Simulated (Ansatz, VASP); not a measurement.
**H in VASP and in Ansatz**

```xyz
2
Lattice="13.0000 0.0000 0.0000 0.0000 13.3000 0.0000 0.0000 0.0000 13.6000" Properties=species:S:1:pos:R:3 pbc="T T T"
H     6.1250    6.6500    6.8000
H     6.8750    6.6500    6.8000
```

Alike in both runs: task relaxation of the atoms; functional PBEsol; k mesh 1 × 1 × 1; occupations gaussian, width 0.01 eV; no spin polarisation.

```csv
,VASP,Ansatz
version,VASP 6.6.1,Ansatz 0.2.0
potentials or method,"VASP PAW PBE potentials, release 64 (H), cutoff 520 eV","scalar-relativistic, plane waves, PAW"
valence electrons in the cell,2,2
```

|  | VASP | Ansatz | Ansatz less VASP |
| --- | --- | --- | --- |
| gap on the k mesh at the Fermi level, each at its own relaxed structure (eV) | 10.04 | 10.05 | +0.001 |

VASP's potentials were made for PBE, not for PBEsol. Ansatz's warnings: stress scf threshold loose.
